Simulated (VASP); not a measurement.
# MgS (I-4m2) in VASP: further runs

The runs below take MgS through single point, with PBEsol.

Everything below comes from runs of VASP 6.6.1. Logs are shortened: lines on timing, memory, paths and dates and some standing lists are left out, and cuts for length are marked.

**1. The cell of the first run**

The structure is tetragonal, space group I-4m2 (No. 119). The conventional cell has a = 4.198 Å, b = 4.198 Å, c = 5.433 Å, α = 90.00°, β = 90.00°, γ = 90.00°. Mg (site symmetry -4m2) has 4 S at 2.50 Å within 3.3 Å. Within 3.3 Å of S (site symmetry -4m2) lie 4 Mg at 2.50 Å.

**2. Single point, PBEsol**

File INCAR:

```
  PREC = Accurate
  ENCUT = 600
  EDIFF = 1E-6
  ISMEAR = 0
  SIGMA = 0.1
  LREAL = F
  LASPH = T
  NELM = 120
  ALGO = Normal
  ISIF = 2
  LWAVE = F
  LCHARG = T
  GGA = PS
  LELF = T
  LVHAR = T
  NBANDS = 16
  GGA_COMPAT = F
```

File KPOINTS:

```
regular mesh
0
Gamma
  4 4 4
```

File POSCAR:

```
MgS
1.0
    4.1979968241      0.0000000000      0.0000000000
    0.0000000000      4.1979968241      0.0000000000
    0.0000000000      0.0000000000      5.4331979473
Mg S
2 2
Direct
    0.0000000000      0.0000000000      0.0000000000
    0.5000000000      0.5000000000      0.5000000000
    0.0000000000      0.5000000000      0.2500000000
    0.5000000000      1.0000000000      0.7500000000
```

Potentials or basis: VASP PAW PBE potentials, release 64 (Mg, S).

Launch:

```console
$ cat potpaw_PBE.64/Mg/POTCAR potpaw_PBE.64/S/POTCAR > POTCAR
$ mpirun -np 1 vasp_std > vasp.out
```

OUTCAR:

```text
PREC = Accurate
   ENCUT = 600
   EDIFF = 1E-6
   ISMEAR = 0
   LREAL = F
   LASPH = T
   NELM = 120
   ISIF = 2
   GGA = PS

 ion  position               nearest neighbor table
   1  0.000  0.000  0.000-   3 2.50   4 2.50   3 2.50   4 2.50
   2  0.500  0.500  0.500-   3 2.50   4 2.50   4 2.50   3 2.50
   3  0.000  0.500  0.250-   1 2.50   2 2.50   1 2.50   2 2.50
   4  0.500  0.000  0.750-   1 2.50   2 2.50   2 2.50   1 2.50

  LATTYP: Found a simple tetragonal cell.
 ALAT       =     4.1979968241
 C/A-ratio  =     1.2942358403

  Lattice vectors:

 A1 = (   4.1979968241,   0.0000000000,   0.0000000000)
 A2 = (   0.0000000000,   4.1979968241,   0.0000000000)
 A3 = (   0.0000000000,   0.0000000000,   5.4331979473)

Analysis of symmetry for initial positions (statically):
=====================================================================
 Subroutine PRICEL returns following result:

  LATTYP: Found a body centered tetragonal cell.
 ALAT       =     4.1979968241
 C/A-ratio  =     1.2942358403

  Lattice vectors:

 A1 = (  -2.0989984120,  -2.0989984120,  -2.7165989736)
 A2 = (   2.0989984120,   2.0989984120,  -2.7165989737)
 A3 = (   2.0989984120,  -2.0989984120,   2.7165989736)

   2 primitive cells build up your supercell.

 Routine SETGRP: Setting up the symmetry group for a
 simple tetragonal supercell.

 Subroutine GETGRP returns: Found  8 space group operations
 (whereof  8 operations were pure point group operations)
 out of a pool of 16 trial point group operations.

The static configuration has the point symmetry D_2d.

Analysis of symmetry for dynamics (positions and initial velocities):
=====================================================================
 Subroutine PRICEL returns following result:

  LATTYP: Found a body centered tetragonal cell.
 ALAT       =     4.1979968241
 C/A-ratio  =     1.2942358403

  Lattice vectors:

 A1 = (  -2.0989984120,  -2.0989984120,  -2.7165989736)
 A2 = (   2.0989984120,   2.0989984120,  -2.7165989737)
 A3 = (   2.0989984120,  -2.0989984120,   2.7165989736)

   2 primitive cells build up your supercell.

 Routine SETGRP: Setting up the symmetry group for a
 simple tetragonal supercell.

 Subroutine GETGRP returns: Found  8 space group operations
 (whereof  8 operations were pure point group operations)
 out of a pool of 16 trial point group operations.

The dynamic configuration has the point symmetry D_2d.

 Subroutine INISYM returns: Found  8 space group operations
 (whereof  8 operations are pure point group operations),
 and found     2 'primitive' translations

----------------------------------------------------------------------------------------

                                     Primitive cell

  volume of cell :      47.8751

  direct lattice vectors                    reciprocal lattice vectors
    -2.098998412 -2.098998412 -2.716598974    -0.000000000 -0.238208851 -0.184053666
     2.098998412  2.098998412 -2.716598974     0.238208851 -0.000000000 -0.184053666
     2.098998412 -2.098998412  2.716598974     0.238208851 -0.238208851  0.000000000

  length of vectors
     4.023866132  4.023866132  4.023866132     0.301030245  0.301030245  0.336878188

  position of ions in fractional coordinates (direct lattice)
     0.000000000  0.000000000  0.000000000
     0.250000000  0.750000000  0.500000000

  ion indices of the primitive-cell ions
   primitive index   ion index
                 1           1
                 2           3

----------------------------------------------------------------------------------------

 KPOINTS: regular mesh

Automatic generation of k-mesh.
 Grid dimensions read from file:
 generate k-points for:    4    4    4

 Generating k-lattice:

  Cartesian coordinates                     Fractional coordinates (reciprocal lattice)
     0.059552213  0.000000000  0.000000000     0.250000000  0.000000000  0.000000000
     0.000000000  0.059552213  0.000000000     0.000000000  0.250000000  0.000000000
     0.000000000  0.000000000  0.046013416     0.000000000  0.000000000  0.250000000

  Length of vectors
     0.059552213  0.059552213  0.046013416

  Shift w.r.t. Gamma in fractional coordinates (k-lattice)
     0.000000000  0.000000000  0.000000000

 Subroutine IBZKPT returns following result:
 ===========================================

 Found     18 irreducible k-points:

 Following reciprocal coordinates:
            Coordinates               Weight
  0.000000  0.000000  0.000000      1.000000
  0.250000  0.000000  0.000000      4.000000
  0.500000  0.000000  0.000000      2.000000
  0.250000  0.250000  0.000000      4.000000
  0.500000  0.250000  0.000000      4.000000
  0.500000  0.500000  0.000000      1.000000
[... 10 lines left out ...]
  0.500000  0.250000  0.500000      4.000000
  0.500000  0.500000  0.500000      1.000000
   k-points           NKPTS =     18   k-points in BZ     NKDIM =     18   number of bands    NBANDS=     16
   number of dos      NEDOS =    301   number of ions     NIONS =      4
   total plane-waves  NPLWV =  62208
   dimension x,y,z NGX =    36 NGY =   36 NGZ =   48
   dimension x,y,z NGXF=    72 NGYF=   72 NGZF=   96
   ions per type =               2   2
   NGX,Y,Z   is equivalent  to a cutoff of  14.26, 14.26, 14.69 a.u.
   NGXF,Y,Z  is equivalent  to a cutoff of  28.51, 28.51, 29.37 a.u.
 SYSTEM =  unknown system
   PREC   = accura    normal or accurate (medium, high low for compatibility)
   ISTART =      0    job   : 0-new  1-cont  2-samecut
   ICHARG =      2    charge: 1-file 2-atom 10-const
   ISPIN  =      1    spin polarized calculation?
   LNONCOLLINEAR =      F non collinear calculations
   LSORBIT =      F    spin-orbit coupling
   LASPH  =      T    aspherical Exc in radial PAW
   ENCUT  =  600.0 eV  44.10 Ry    6.64 a.u.   8.38  8.38 10.85*2*pi/ulx,y,z
   NELM   =    120;   NELMIN=  2; NELMDL= -5     # of ELM steps
   EDIFF  = 0.1E-05   stopping-criterion for ELM
   LREAL  =      F    real-space projection
   EDIFFG = 0.1E-04   stopping-criterion for IOM
   NSW    =      0    number of steps for IOM
   IBRION =     -1    ionic relax: 0-MD 1-quasi-New 2-CG
   NFREE  =      0    steps in history (QN), initial steepest desc. (CG)
   ISIF   =      2    stress and relaxation
   ISYM   =      2    0-nonsym 1-usesym 2-fastsym
   POTIM  = 0.5000    time-step for ionic-motion
   TEBEG  =    0.0;   TEEND  =   0.0 temperature during run
   PSTRESS=    0.0 pullay stress
   NELECT =      16.0000    total number of electrons
   NUPDOWN=      -1.0000    fix difference up-down
   EMIN   =  10.00;   EMAX   =-10.00  energy-range for DOS
   EFERMI =   0.00;   METHOD = LEGACY
   ISMEAR =     0;   SIGMA  =   0.10  broadening in eV -4-tet -1-fermi 0-gaus
   EFERMI_NEDOS =   21; number of points for ismear=-14 and -15
   IALGO  =     38    algorithm
   IMIX   =      4    mixing-type and parameters
     AMIX     =   0.40;   BMIX     =  1.00
     AMIX_MAG =   1.60;   BMIX_MAG =  1.00
  volume/ion in A,a.u.               =      23.94       161.54
  Fermi-wavevector in a.u.,A,eV,Ry     =   0.901713  1.703990 11.062707  0.813086
  Thomas-Fermi vector in A             =   2.024827
   LORBIT       =      0    0 simple, 1 ext, 2 COOP (PROOUT), +10 PAW based schemes
   GGA     = PS    functional components
   LHFCALC =     F    Hartree Fock is set to
   AEXX    =    0.0000 exact exchange contribution
   IVDW    =     0    specifies the selected vdW correction
   LEPSILON=     F    determine dielectric tensor
   LRPA    =     F    only Hartree local field effects (RPA)
 non-spin polarized calculation
 Gauss-broadening in eV      SIGMA  =   0.10
  energy-cutoff  :      600.00
  volume of cell :       95.75
 maximum number of plane-waves:      3224
 NGX is ok and might be reduce to    36
   NGX = 17   NGY = 17   NGZ = 21

 number of electron      16.0000001 magnetization

 Free energy of the ion-electron system (eV)
  ---------------------------------------------------
  ext. energy  EPLUGINS =         0.00000000
  ---------------------------------------------------
  free energy    TOTEN  =       -17.74281271 eV

  energy without entropy =      -17.74281271  energy(sigma->0) =      -17.74281271

 E-fermi :   1.2815     XC(G=0):  -8.3764

 val. band max:        0.8210577152   @ k =   0.0000   0.0000   0.0000
 cond. band min:       3.7034531536   @ k =   0.0000   0.0000   0.0000
 fundamental gap:      2.8823954384
 Fermi energy:         1.2815308428

 k-point     1 :       0.0000    0.0000    0.0000
  band No.  band energies     occupation
      1     -10.4056      2.00000
      2      -9.5109      2.00000
      3      -1.7387      2.00000
      4      -0.5494      2.00000
      5      -0.5494      2.00000
      6       0.6341      2.00000
[... 8 lines left out ...]
     15      10.6579      0.00000
     16      11.8262      0.00000

 k-point     2 :       0.2500    0.0000    0.0000
  band No.  band energies     occupation
      1     -10.2129      2.00000
      2      -9.5580      2.00000
      3      -1.5194      2.00000
      4      -1.1127      2.00000
      5      -0.5434      2.00000
      6      -0.3341      2.00000
[... 8 lines left out ...]
     15       9.6494      0.00000
     16      10.3113      0.00000

 k-point     3 :       0.5000    0.0000    0.0000
  band No.  band energies     occupation
      1      -9.8111      2.00000
      2      -9.8111      2.00000
      3      -1.5801      2.00000
      4      -1.5801      2.00000
      5      -0.4653      2.00000
      6      -0.4653      2.00000
[... 8 lines left out ...]
     15       8.9653      0.00000
     16       8.9653      0.00000
[... 248 lines left out ...]
 k-point    17 :       0.5000    0.2500    0.5000
  band No.  band energies     occupation
      1      -9.7032      2.00000
      2      -9.7032      2.00000
      3      -1.9904      2.00000
      4      -1.9904      2.00000
      5      -0.6409      2.00000
      6      -0.6409      2.00000
[... 8 lines left out ...]
     15       9.4879      0.00000
     16       9.4879      0.00000

 k-point    18 :       0.5000    0.5000    0.5000
  band No.  band energies     occupation
      1      -9.6157      2.00000
      2      -9.6157      2.00000
      3      -1.5690      2.00000
      4      -1.5690      2.00000
      5      -1.0481      2.00000
      6      -1.0481      2.00000
[... 8 lines left out ...]
     15       9.6117      0.00000
     16       9.6117      0.00000

------------------------ aborting loop because EDIFF is reached ----------------------------------------

  FORCE on cell =-STRESS in cart. coord.  units (eV):
  Direction    XX          YY          ZZ          XY          YZ          ZX
  --------------------------------------------------------------------------------------
  -------------------------------------------------------------------------------------
  Total       -2.2665025     -2.2665025     -1.3627179      0.0000000      0.0000000     -0.0000000
  in kB      -37.9251278    -37.9251278    -22.8022030      0.0000000      0.0000000     -0.0000000
  external PRESSURE =     -32.8841528 kB  Pullay stress =       0.0000000 kB

 VOLUME and BASIS-vectors are now :
 -----------------------------------------------------------------------------
  energy-cutoff  :      600.00
  volume of cell :       95.75
      direct lattice vectors                 reciprocal lattice vectors
     4.197996824  0.000000000  0.000000000     0.238208851  0.000000000  0.000000000
     0.000000000  4.197996824  0.000000000     0.000000000  0.238208851  0.000000000
     0.000000000  0.000000000  5.433197947     0.000000000  0.000000000  0.184053666

 POSITION                                       TOTAL-FORCE (eV/Angst)
 -----------------------------------------------------------------------------------
      0.00000      0.00000      0.00000         0.000000      0.000000      0.000000
      2.09900      2.09900      2.71660         0.000000      0.000000      0.000000
      0.00000      2.09900      1.35830        -0.000000     -0.000000     -0.000000
      2.09900      0.00000      4.07490        -0.000000     -0.000000      0.000000
 -----------------------------------------------------------------------------------
    total drift:                                0.000000     -0.000000     -0.000000

  FREE ENERGIE OF THE ION-ELECTRON SYSTEM (eV)
  ---------------------------------------------------
  free  energy   TOTEN  =       -17.7428127056 eV

  energy  without entropy=      -17.7428127056  energy(sigma->0) =      -17.74281271
```

It took 40 s on 1 thread of Intel Xeon 8259CL, shared host; peak memory 0.25 GiB.

What came out:

- Free energy: -17.7428 eV
- Pressure: -3.3 GPa
- Band gap on the k mesh: 2.88 eV

Levels at points of the mesh, in eV from the valence-band top:
```csv
k point,band 6,band 7,band 8,band 9,band 10,band 11
"(0.00, 0.00, 0.00)",-0.19,-0.19,0.00,2.88,3.54,4.90
"(0.50, 0.00, 0.00)",-1.29,-0.67,-0.67,5.70,5.70,6.25
"(0.50, 0.50, 0.00)",-0.99,-0.96,-0.96,3.69,3.69,5.57
"(0.00, 0.00, 0.50)",-0.84,-0.84,-0.84,4.89,4.89,5.89
"(0.50, 0.00, 0.50)",-0.64,-0.26,-0.26,4.58,4.58,6.93
"(0.50, 0.50, 0.50)",-1.87,-1.40,-1.40,5.59,5.59,7.57
```

Caveat: the cell stands under tension; the PAW data sets were made with another functional, which shifts forces and pressure a little.

**3. Single point, PBEsol**

This run uses another cell than the first one, of 22.81 Å³/atom.

File INCAR:

```
PREC = Accurate ; ENCUT = 600
EDIFF = 1E-6 ; ISMEAR = 0
SIGMA = 0.02 ; LREAL = F
LASPH = T ; NELM = 120
ALGO = Normal ; ISIF = 2
LWAVE = F ; LCHARG = F
GGA = PS ; NBANDS = 16
GGA_COMPAT = F
```

File KPOINTS:

```
regular mesh
0
Gamma
  6 6 4
```

POSCAR, as its differences from that of step 2:

```diff
@@ -4,3 +4,3 @@
     0.0000000000      4.1979968241      0.0000000000
-    0.0000000000      0.0000000000      5.4331979473
+    0.0000000000      0.0000000000      5.1762216065
 Mg S
```

Potentials or basis: VASP PAW PBE potentials, release 64 (Mg, S).

Launch:

```console
$ cat potpaw_PBE.64/Mg/POTCAR potpaw_PBE.64/S/POTCAR > POTCAR
$ mpirun -np 1 vasp_std > vasp.out
```

Run time: 55 s. Hardware: 1 thread of Intel Xeon 8259CL, shared host; peak memory 0.24 GiB.

The run converged. Its results:

```
Free energy            : -17.7810 eV
Pressure               : -1.2 GPa
Band gap on the k mesh : 3.02 eV
```

Stress tensor (GPa, compression positive):
```
-1.80  0.00  0.00
 0.00 -1.80  0.00
 0.00  0.00 -0.05
```

Levels at points of the mesh, in eV from the valence-band top:
| k point | band 4 | band 5 | band 6 | band 7 | band 8 | band 9 | band 10 | band 11 | band 12 | band 13 |
| --- | --- | --- | --- | --- | --- | --- | --- | --- | --- | --- |
| (0.00, 0.00, 0.00) | -1.64 | -1.64 | -0.27 | -0.27 | 0.00 | 3.02 | 3.42 | 4.66 | 7.71 | 7.71 |
| (0.50, 0.00, 0.00) | -2.52 | -1.32 | -1.32 | -0.87 | -0.87 | 5.62 | 5.62 | 6.32 | 6.32 | 8.10 |
| (0.50, 0.50, 0.00) | -3.24 | -1.03 | -1.03 | -0.96 | -0.96 | 3.66 | 3.66 | 5.72 | 5.72 | 10.10 |
| (0.00, 0.00, 0.50) | -1.83 | -1.02 | -1.02 | -1.02 | -1.02 | 5.11 | 5.11 | 5.82 | 5.82 | 8.92 |
| (0.50, 0.00, 0.50) | -3.35 | -0.82 | -0.82 | -0.24 | -0.24 | 4.57 | 4.57 | 6.72 | 6.72 | 8.26 |
| (0.50, 0.50, 0.50) | -2.55 | -2.05 | -2.05 | -1.57 | -1.57 | 5.84 | 5.84 | 7.88 | 7.88 | 8.01 |

Caveat: the PAW data sets were made with another functional, which shifts forces and pressure a little.

(Continued in part 2 of 2.)
